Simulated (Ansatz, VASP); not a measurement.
**PbS in VASP and in Ansatz**

```xyz
2
Lattice="0.0000 2.9657 2.9657 2.9657 0.0000 2.9657 2.9657 2.9657 0.0000" Properties=species:S:1:pos:R:3 pbc="T T T"
Pb    0.0000    0.0000    0.0000
S     2.9657    2.9657    2.9657
```

Alike in both runs: functional PBE; k mesh 8 × 8 × 8; occupations fermi-dirac, width 0.02 eV; no spin polarisation.

Ansatz relaxed the structure, and its values are those at the end. VASP's run is a single point on that final structure, the one shown.

```csv
,VASP,Ansatz
version,VASP 6.6.1,Ansatz 0.2.0
potentials or method,"VASP PAW PBE potentials, release 64 (Pb_d, S)","plane-wave PAW, scalar-relativistic"
plane-wave cutoff (eV),520,420
valence electrons in the cell,20,20
```

|  | VASP | Ansatz | Ansatz less VASP |
| --- | --- | --- | --- |
| pressure (GPa) | 2.1 | 2.2 | +0.09 |

Ansatz's warnings: stress scf threshold loose.

Neither program's run includes spin-orbit coupling.
